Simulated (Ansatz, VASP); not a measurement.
# Two plane-wave programs on AlGa

Contents of INCAR:

```
SYSTEM = AlGa
  PREC = Accurate
  ENCUT = 600
  EDIFF = 1E-7
  ISMEAR = 0
  SIGMA = 0.1
  LREAL = .False.
  LASPH = .True.
  NELM = 60
  ALGO = Fast
  ISIF = 3
  LWAVE = .False.
  LCHARG = .False.
  GGA = PE
  IBRION = 2
  NSW = 100
  EDIFFG = -0.01
```

Contents of KPOINTS:

```
Automatic mesh
0
Gamma
  18 18 18
  0 0 0
```

POSCAR

```
AlGa
1.0
    0.0000000000      2.6865345188      2.6865345188
    2.6865345188      0.0000000000      2.6865345188
    2.6865345188      2.6865345188      0.0000000000
Al Ga
1 1
Direct
    0.5000000000      0.5000000000      0.5000000000
    0.0000000000      0.0000000000      0.0000000000
```

Input for Ansatz:

```yaml
crystal:
  lattice:
    - [0.0, 2.6865345188, 2.6865345188]
    - [2.6865345188, 0.0, 2.6865345188]
    - [2.6865345188, 2.6865345188, 0.0]
  atoms:
    - { symbol: Al, position: [0.5, 0.5, 0.5] }
    - { symbol: Ga, position: [0.0, 0.0, 0.0] }
basis:
  ecutwfc: 420
kpoints:
  mp_grid: { grid: [18, 18, 18] }
hamiltonian:
  xc: pbe
scf:
  occupations: { method: gaussian, width: 0.1 }
output:
  forces: true
  stress: true
  eigenvalues: true
relax:
  adjacent_minimum: "off"
  f_tol: 0.01
  max_steps: 80
  cell: { stress_tol: 0.05 }
```

Alike in both runs: task relaxation of cell and atoms; functional PBE; k mesh 18 × 18 × 18; occupations gaussian, width 0.1 eV; no spin polarisation.

|  | VASP | Ansatz |
| --- | --- | --- |
| version | VASP 6.6.1 | Ansatz 0.2.0 |
| potentials or method | VASP PAW PBE potentials, release 64 (Al, Ga_d), cutoff 600 eV | scalar-relativistic, plane waves, PAW |
| valence electrons in the cell | 16 | 16 |

```csv
,VASP,Ansatz,Ansatz less VASP
"gap on the k mesh at the Fermi level, each at its own relaxed structure (eV)",none,none,-
relaxed volume (Å³/atom),19.57,19.58,+0.007
relaxed cell length with the largest relative difference (Å),3.811,3.812,+0.0004
```

A gap of «none» marks a metal or a gap that the smearing closes.
